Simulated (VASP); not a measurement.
BaTe, 2 atoms in the cell. The structure is cubic, space group Fm-3m (No. 225). The conventional cell has a = 7.065 Å, b = 7.065 Å, c = 7.065 Å, α = 90.00°, β = 90.00°, γ = 90.00°. Within 4.6 Å of Ba (site symmetry m-3m) lie 6 Te at 3.53 Å. Within 4.6 Å of Te (site symmetry m-3m) lie 6 Ba at 3.53 Å. 

| Quantity | Value |
| --- | --- |
| Program | VASP 6.6.1 |
| Task | single point |
| Functional | LDA |
| Potentials or basis | VASP PAW LDA potentials, release 64 (Ba_sv, Te) |
| Cutoff | 520 eV |
| k mesh | 4 × 4 × 4 |
| Occupations | gaussian, width 0.01 eV |
| Spin | no spin polarisation |
| Dipole correction | no |
| Further INCAR settings | ALGO = Normal; EDIFF = 1e-06; NBANDS = 15 |

Potentials or basis: VASP PAW LDA potentials, release 64 (Ba_sv, Te).

Launch:

```sh
$ cat potpaw_LDA.64/Ba_sv/POTCAR potpaw_LDA.64/Te/POTCAR > POTCAR
$ mpirun -np 1 vasp_std > vasp.out
```

Hardware: 1 thread of Intel Xeon 8259CL (shared host).

Q: Estimate the wall time of this run.

A: Run time: 31 s on 1 thread of Intel Xeon 8259CL, on a shared host, peak memory 0.19 GiB. Counts: scf iterations 13, k points 8.
